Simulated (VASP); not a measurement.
# Ti (C2/m) in VASP: a series of runs, part 3 of 3

VASP 6.6.1.

### 4 Single point, PBEsol (atom 1 (Ti) moved by (+0.225, -0.450) A along y and z)

Input file INCAR:

```
PREC     = Accurate       # precision mode
ENCUT    = 520            # plane-wave cutoff, eV
EDIFF    = 1E-6           # SCF threshold, eV
ISMEAR   = 0              # smearing method
SIGMA    = 0.15           # smearing width, eV
LREAL    = F              # projectors in reciprocal space
LASPH    = T              # aspherical terms in the spheres
NELM     = 60             # most SCF steps
ALGO     = Fast           # electronic algorithm
ISIF     = 2              # what is computed and relaxed
LWAVE    = F              # write WAVECAR
LCHARG   = T              # write CHGCAR
GGA      = PS             # functional
LELF     = T              # ELF
LVHAR    = T            
NBANDS   = 19             # bands
```

Input file KPOINTS:

```
Automatic mesh
0
Gamma
  18 18 10
```

Input file POSCAR:

```
Ti
1.0
    2.9499978604      0.0000000000      0.0000000000
   -1.4749989302      2.5547730882      0.0000000000
    0.0000000000      0.0000000000      4.6860000000
Ti
2
Direct
    0.3773685553      0.7547371106      0.1539692702
    0.6666666667      0.3333333333      0.7500000000
```

Potentials or basis: VASP PAW PBE potentials, release 64 (Ti_sv).

On the command line:

```
> cat potpaw_PBE.64/Ti_sv/POTCAR > POTCAR
> mpirun -np 1 vasp_std > vasp.out
```

OUTCAR:

```text
PREC = Accurate
   ENCUT = 520
   EDIFF = 1E-6
   ISMEAR = 0
   LREAL = F
   LASPH = T
   NELM = 60
   ISIF = 2
   GGA = PS

 ion  position               nearest neighbor table
   1  0.377  0.755  0.154-   2 2.40   2 2.63   2 2.63
   2  0.667  0.333  0.750-   1 2.40   1 2.63   1 2.63

  LATTYP: Found a hexagonal cell.
 ALAT       =     2.9499978604
 C/A-ratio  =     1.5884757284

  Lattice vectors:

 A1 = (   2.9499978604,   0.0000000000,   0.0000000000)
 A2 = (  -1.4749989302,   2.5547730882,   0.0000000000)
 A3 = (   0.0000000000,   0.0000000000,   4.6860000000)

Analysis of symmetry for initial positions (statically):
=====================================================================
 Subroutine PRICEL returns:
 Original cell was already a primitive cell.

 Routine SETGRP: Setting up the symmetry group for a
 hexagonal supercell.

 Subroutine GETGRP returns: Found  4 space group operations
 (whereof  2 operations were pure point group operations)
 out of a pool of 24 trial point group operations.

The static configuration has the point symmetry C_1h.
 The point group associated with its full space group is C_2h.

Analysis of symmetry for dynamics (positions and initial velocities):
=====================================================================
 Subroutine PRICEL returns:
 Original cell was already a primitive cell.

 Routine SETGRP: Setting up the symmetry group for a
 hexagonal supercell.

 Subroutine GETGRP returns: Found  4 space group operations
 (whereof  2 operations were pure point group operations)
 out of a pool of 24 trial point group operations.

The dynamic configuration has the point symmetry C_1h.
 The point group associated with its full space group is C_2h.

 Subroutine INISYM returns: Found  4 space group operations
 (whereof  2 operations are pure point group operations),
 and found     1 'primitive' translations

----------------------------------------------------------------------------------------

                                     Primitive cell

  volume of cell :      35.3164

  direct lattice vectors                    reciprocal lattice vectors
     2.949997860  0.000000000  0.000000000     0.338983297  0.195712098  0.000000000
    -1.474998930  2.554773088  0.000000000     0.000000000  0.391424195  0.000000000
     0.000000000  0.000000000  4.686000000     0.000000000  0.000000000  0.213401622

  length of vectors
     2.949997860  2.949997860  4.686000000     0.391424195  0.391424195  0.213401622

  position of ions in fractional coordinates (direct lattice)
     0.377368555  0.754737111  0.153969270
     0.666666667  0.333333333  0.750000000

  ion indices of the primitive-cell ions
   primitive index   ion index
                 1           1
                 2           2

----------------------------------------------------------------------------------------

 KPOINTS: Automatic mesh

Automatic generation of k-mesh.
 Grid dimensions read from file:
 generate k-points for:   18   18   10

 Generating k-lattice:

  Cartesian coordinates                     Fractional coordinates (reciprocal lattice)
     0.018832405  0.010872894  0.000000000     0.055555556  0.000000000  0.000000000
     0.000000000  0.021745789  0.000000000     0.000000000  0.055555556  0.000000000
     0.000000000  0.000000000  0.021340162     0.000000000  0.000000000  0.100000000

  Length of vectors
     0.021745789  0.021745789  0.021340162

  Shift w.r.t. Gamma in fractional coordinates (k-lattice)
     0.000000000  0.000000000  0.000000000

 Subroutine IBZKPT returns following result:
 ===========================================

 Found    866 irreducible k-points:

 Following reciprocal coordinates:
            Coordinates               Weight
  0.000000  0.000000  0.000000      1.000000
  0.055556  0.000000  0.000000      4.000000
  0.000000  0.055556  0.000000      2.000000
  0.111111  0.000000  0.000000      4.000000
  0.000000  0.111111  0.000000      2.000000
  0.166667  0.000000  0.000000      4.000000
[... 16 lines left out ...]
 -0.055556  0.166667  0.000000      4.000000
 -0.166667  0.111111  0.000000      4.000000
 [... further k-points ...]
   k-points           NKPTS =    866   k-points in BZ     NKDIM =    866   number of bands    NBANDS=     19
   number of dos      NEDOS =    301   number of ions     NIONS =      2
   total plane-waves  NPLWV =  20736
   dimension x,y,z NGX =    24 NGY =   24 NGZ =   36
   dimension x,y,z NGXF=    48 NGYF=   48 NGZF=   72
   ions per type =               2
   NGX,Y,Z   is equivalent  to a cutoff of  13.53, 13.53, 12.77 a.u.
   NGXF,Y,Z  is equivalent  to a cutoff of  27.05, 27.05, 25.54 a.u.
 SYSTEM =  unknown system
   PREC   = accura    normal or accurate (medium, high low for compatibility)
   ISTART =      0    job   : 0-new  1-cont  2-samecut
   ICHARG =      2    charge: 1-file 2-atom 10-const
   ISPIN  =      1    spin polarized calculation?
   LNONCOLLINEAR =      F non collinear calculations
   LSORBIT =      F    spin-orbit coupling
   LASPH  =      T    aspherical Exc in radial PAW
   ENCUT  =  520.0 eV  38.22 Ry    6.18 a.u.   5.49  5.49  8.71*2*pi/ulx,y,z
   NELM   =     60;   NELMIN=  2; NELMDL= -5     # of ELM steps
   EDIFF  = 0.1E-05   stopping-criterion for ELM
   LREAL  =      F    real-space projection
   EDIFFG = 0.1E-04   stopping-criterion for IOM
   NSW    =      0    number of steps for IOM
   IBRION =     -1    ionic relax: 0-MD 1-quasi-New 2-CG
   NFREE  =      0    steps in history (QN), initial steepest desc. (CG)
   ISIF   =      2    stress and relaxation
   ISYM   =      2    0-nonsym 1-usesym 2-fastsym
   POTIM  = 0.5000    time-step for ionic-motion
   TEBEG  =    0.0;   TEEND  =   0.0 temperature during run
   PSTRESS=    0.0 pullay stress
   NELECT =      24.0000    total number of electrons
   NUPDOWN=      -1.0000    fix difference up-down
   EMIN   =  10.00;   EMAX   =-10.00  energy-range for DOS
   EFERMI =   0.00;   METHOD = LEGACY
   ISMEAR =     0;   SIGMA  =   0.15  broadening in eV -4-tet -1-fermi 0-gaus
   EFERMI_NEDOS =   21; number of points for ismear=-14 and -15
   IALGO  =     68    algorithm
   IMIX   =      4    mixing-type and parameters
     AMIX     =   0.40;   BMIX     =  1.00
     AMIX_MAG =   1.60;   BMIX_MAG =  1.00
  volume/ion in A,a.u.               =      17.66       119.16
  Fermi-wavevector in a.u.,A,eV,Ry     =   1.439306  2.719894 28.185854  2.071602
  Thomas-Fermi vector in A             =   2.558176
   LORBIT       =      0    0 simple, 1 ext, 2 COOP (PROOUT), +10 PAW based schemes
   GGA     = PS    functional components
   LHFCALC =     F    Hartree Fock is set to
   AEXX    =    0.0000 exact exchange contribution
   IVDW    =     0    specifies the selected vdW correction
   LEPSILON=     F    determine dielectric tensor
   LRPA    =     F    only Hartree local field effects (RPA)
 non-spin polarized calculation
 RMM-DIIS sequential band-by-band and
 Gauss-broadening in eV      SIGMA  =   0.15
  energy-cutoff  :      520.00
  volume of cell :       35.32
 maximum number of plane-waves:       980
 NGX is ok and might be reduce to    24
   NGX = 11   NGY = 11   NGZ = 17

 number of electron      24.0000001 magnetization

 Free energy of the ion-electron system (eV)
  ---------------------------------------------------
  ext. energy  EPLUGINS =         0.00000000
  ---------------------------------------------------
  free energy    TOTEN  =       -16.16116537 eV

  energy without entropy =      -16.13782265  energy(sigma->0) =      -16.14949401

 E-fermi :   7.9496     XC(G=0): -11.4594

 val. band max:        7.9492741685   @ k =   0.1667   0.0000   0.3000
 cond. band min:       7.9500509883   @ k =   0.0000  -0.1667   0.2000
 fundamental gap:      0.0007768198
 Fermi energy:         7.9495790126

 k-point     1 :       0.0000    0.0000    0.0000
  band No.  band energies     occupation
      1     -48.6556      2.00000
      2     -48.3499      2.00000
      3     -25.4503      2.00000
      4     -24.7297      2.00000
      5     -24.6446      2.00000
      6     -24.5467      2.00000
[... 11 lines left out ...]
     18      10.6300      0.00000
     19      11.1265      0.00000
[... 485 lines left out ...]
 k-point    24 :      -0.1667    0.1111    0.0000
  band No.  band energies     occupation
      1     -48.6321      2.00000
      2     -48.3457      2.00000
      3     -25.4220      2.00000
      4     -24.7979      2.00000
      5     -24.7508      2.00000
      6     -24.6064      2.00000
[... 11 lines left out ...]
     18      10.3119      0.00000
     19      11.9426      0.00000

 [... further k-points ...]

------------------------ aborting loop because EDIFF is reached ----------------------------------------

  FORCE on cell =-STRESS in cart. coord.  units (eV):
  Direction    XX          YY          ZZ          XY          YZ          ZX
  --------------------------------------------------------------------------------------
  -------------------------------------------------------------------------------------
  Total       -1.0356700      0.7751003      1.4684758      0.0000000     -0.2285864      0.0000000
  in kB      -46.9846150     35.1635067     66.6194504      0.0000000    -10.3701420      0.0000000
  external PRESSURE =      18.2661140 kB  Pullay stress =       0.0000000 kB

 VOLUME and BASIS-vectors are now :
 -----------------------------------------------------------------------------
  energy-cutoff  :      520.00
  volume of cell :       35.32
      direct lattice vectors                 reciprocal lattice vectors
     2.949997860  0.000000000  0.000000000     0.338983297  0.195712098  0.000000000
    -1.474998930  2.554773088  0.000000000     0.000000000  0.391424195  0.000000000
     0.000000000  0.000000000  4.686000000     0.000000000  0.000000000  0.213401622

 POSITION                                       TOTAL-FORCE (eV/Angst)
 -----------------------------------------------------------------------------------
      0.00000      1.92818      0.72150        -0.000000     -0.162222      2.597226
      1.47500      0.85159      3.51450         0.000000      0.162222     -2.597226
 -----------------------------------------------------------------------------------
    total drift:                               -0.000001     -0.000023      0.000019

  FREE ENERGIE OF THE ION-ELECTRON SYSTEM (eV)
  ---------------------------------------------------
  free  energy   TOTEN  =       -16.1611653714 eV

  energy  without entropy=      -16.1378226488  energy(sigma->0) =      -16.14949401
```

Wall time 13 min (1 thread of Intel Xeon 6975P-C (Granite Rapids), shared host); peak memory 0.54 GiB.

What came out:

- Free energy: -16.1612 eV
- Pressure: 1.8 GPa
- Largest force: 2.602 eV/Å
- Band gap on the k mesh: zero (bands 12 and 13 overlap by 0.85 eV)

Forces on the atoms (eV/Å):
```
Ti   0.000 -0.162  2.597
Ti   0.000  0.162 -2.597
```

Levels at points of the mesh, in eV from the Fermi level:
| k point | band 10 | band 11 | band 12 | band 13 | band 14 | band 15 |
| --- | --- | --- | --- | --- | --- | --- |
| (0.00, 0.00, 0.00) | -2.82 | -0.09 | 0.50 | 0.51 | 0.61 | 0.76 |
| (0.50, 0.00, 0.00) | -2.29 | -1.63 | -0.40 | 0.21 | 0.81 | 1.95 |
| (0.00, 0.50, 0.00) | -2.00 | -1.19 | -0.48 | 0.27 | 0.41 | 1.39 |
| (0.00, 0.00, 0.50) | -4.04 | -1.15 | 0.33 | 0.36 | 0.43 | 0.50 |
| (0.50, 0.00, 0.50) | -2.18 | -1.34 | -0.44 | 0.79 | 1.43 | 2.06 |
| (0.00, 0.50, 0.50) | -2.29 | -1.20 | 0.08 | 0.91 | 1.52 | 1.55 |

Caveat: the cell differs from its parent crystal (atom 1 (Ti) moved by (+0.225, -0.450) A along y and z); the stress differs along the axes, from -5 to 7 GPa; the PAW data sets were made with another functional, which shifts forces and pressure a little.

### 5 Overview

| cell | gap on the mesh (eV) | pressure (GPa) | largest force (eV/Å) |
| --- | --- | --- | --- |
| as given, atomic positions A | none | -4.6 | 0.93 |
| as given, atomic positions B | none | 1.9 | 2.67 |
| as given, atomic positions C | none | 1.8 | 2.60 |

Alike in all rows: task single point; level PBEsol; potentials or basis VASP PAW PBE potentials, release 64 (Ti_sv); no spin polarisation; k mesh 18 × 18 × 10; cutoff (eV) 520; smearing gaussian 0.15 eV.

Caveats: the PAW data sets were made with another functional, which shifts forces and pressure a little; the stress differs along the axes, from -9 to -2 GPa (at least some runs); the stress differs along the axes, from -4 to 7 GPa (at least some runs); the stress differs along the axes, from -5 to 7 GPa (at least some runs).

Total energies depend on the potentials used, so only differences within one code and one set of settings carry meaning.
